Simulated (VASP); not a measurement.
Set up this calculation in VASP 6.6.1, as the native input.

* Task: single point
* Functional: LDA
* Potentials or basis: VASP PAW LDA potentials, release 64 (C, H)
* Cutoff: 520 eV
* k mesh: 6 × 3 × 1
* Occupations: gaussian, width 0.1 eV
* Spin: no spin polarisation
* Dipole correction: yes
* Further INCAR settings: ALGO = Normal; EDIFF = 1e-06; NBANDS = 38

The structure of HC6 lies in POSCAR:

```
HC6
1.0
    4.8895256614      0.0000000000      0.0000000000
   -1.2223814153      8.7849592876      0.0000000000
    0.0000000000      0.0000000000     22.7474729025
C H
12 2
Direct
    0.0193612757      0.0774451030      0.1758437088
    0.5193612758      0.0774451030      0.1758437088
    0.2742015947      0.0968063788      0.2059542860
    0.7742015947      0.0968063788      0.2059542860
    0.2838822326      0.1355289303      0.2661754406
    0.7838822326      0.1355289303      0.2661754406
    0.0386279421      0.1545151615      0.2955067254
    0.5386279421      0.1545151615      0.2955067254
    0.0488684834      0.1954807970      0.3583587359
    0.5488684834      0.1954807970      0.3583587359
    0.3031723044      0.2126952264      0.3845470194
    0.8031723044      0.2126952264      0.3845470194
    0.0488684834      0.0912483108      0.4043294366
    0.0488684834      0.2997132832      0.4043294366
```

These files were run (other wordings do the same):

INCAR

```
SYSTEM = HC6
  PREC = Accurate
  ENCUT = 520
  EDIFF = 1E-6
  ISMEAR = 0
  SIGMA = 0.1
  LREAL = .FALSE.
  LASPH = .TRUE.
  NELM = 80
  ALGO = Normal
  ISIF = 2
  LWAVE = .FALSE.
  LCHARG = .TRUE.
  LDIPOL = .TRUE.
  IDIPOL = 3
  DIPOL = 0.5 0.5 0.299
  LELF = .TRUE.
  LVHAR = .TRUE.
  LVACPOTAV = .TRUE.
  NBANDS = 38
```

KPOINTS

```
regular mesh
0
G
  6 3 1
  0 0 0
```

Potentials or basis: VASP PAW LDA potentials, release 64 (C, H).

Command:

```sh
$ cat potpaw_LDA.64/C/POTCAR potpaw_LDA.64/H/POTCAR > POTCAR
$ mpirun -np 1 vasp_std > vasp.out
```

It gave:

```yaml
Largest_force: 6.984 eV/Å
Band_gap_on_the_k_mesh: 0.01 eV (least direct gap 0.03 eV)
```

Caveat: the smearing spreads over this small gap.

Wall time 28 min on 1 thread of Intel Xeon 8259CL, on a shared host, peak memory 0.79 GiB.
